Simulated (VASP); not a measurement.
Si5O: single point with PBE

Si5O:

```
Si O
1.0
    -2.46945    2.46945    2.61910
     2.46945   -2.46945    2.61910
     2.46945    2.46945   -2.61910
Si O
5 1
Direct
  0.50000 0.50000 0.50000
  0.00000 0.00000 0.50000
  0.50000 0.00000 0.00000
  0.00000 0.50000 0.00000
  0.00000 0.00000 0.00000
  0.50000 0.50000 0.00000
```

The cell was built from a structure type or drawn by symmetry, and may not be a known phase.

```
Program             : VASP 6.6.1
Task                : single point
Functional          : PBE
Potentials or basis : VASP PAW PBE potentials, release 64 (Si, O)
Cutoff              : 520 eV
k mesh              : 6 × 6 × 6
Occupations         : gaussian, width 0.1 eV
Spin                : collinear spin, ferromagnetic start
Starting moments    : [0.0, 0.0, 0.0, 0.0, 0.0, 1.0] μB
```

```
Pressure                                              : 63.1 GPa
Band gap on the k mesh                                : zero (filled and empty bands overlap)
Net moment                                            : 0.00 μB per cell
Valence electrons inside the program's atomic spheres : Si 1.73, 1.90 (each value once); O 5.02
```

Stress tensor (GPa, compression positive):
```
58.37  0.00  0.00
 0.00 58.37  0.00
 0.00  0.00 72.60
```

Levels at points of the mesh, in eV from the Fermi level:
Spin up:
| k point | band 11 | band 12 | band 13 | band 14 | band 15 | band 16 |
| --- | --- | --- | --- | --- | --- | --- |
| (0.00, 0.00, 0.00) | -4.46 | -4.01 | -2.69 | -0.63 | 1.51 | 1.51 |
| (0.50, 0.00, 0.00) | -2.44 | -1.13 | -0.19 | 0.55 | 1.16 | 2.31 |
| (0.50, 0.50, 0.00) | -1.77 | -0.75 | -0.44 | -0.27 | 1.61 | 2.92 |
| (0.50, 0.50, 0.50) | -2.38 | -2.38 | -1.61 | 1.22 | 2.17 | 4.35 |
Spin down:
| k point | band 9 | band 10 | band 11 | band 12 | band 13 | band 14 | band 15 | band 16 | band 17 | band 18 |
| --- | --- | --- | --- | --- | --- | --- | --- | --- | --- | --- |
| (0.00, 0.00, 0.00) | -6.10 | -5.02 | -4.46 | -4.01 | -2.69 | -0.63 | 1.51 | 1.51 | 2.63 | 5.01 |
| (0.50, 0.00, 0.00) | -4.56 | -2.68 | -2.44 | -1.13 | -0.19 | 0.55 | 1.17 | 2.31 | 2.37 | 3.29 |
| (0.50, 0.50, 0.00) | -4.83 | -3.27 | -1.77 | -0.75 | -0.44 | -0.27 | 1.61 | 2.92 | 2.99 | 4.68 |
| (0.50, 0.50, 0.50) | -4.33 | -3.43 | -2.38 | -2.38 | -1.61 | 1.22 | 2.17 | 4.35 | 4.35 | 6.84 |

Wall time 110 s on 1 thread of Intel Xeon 8259CL, on a shared host, peak memory 0.23 GiB.

Caveat: the cell stands under pressure.
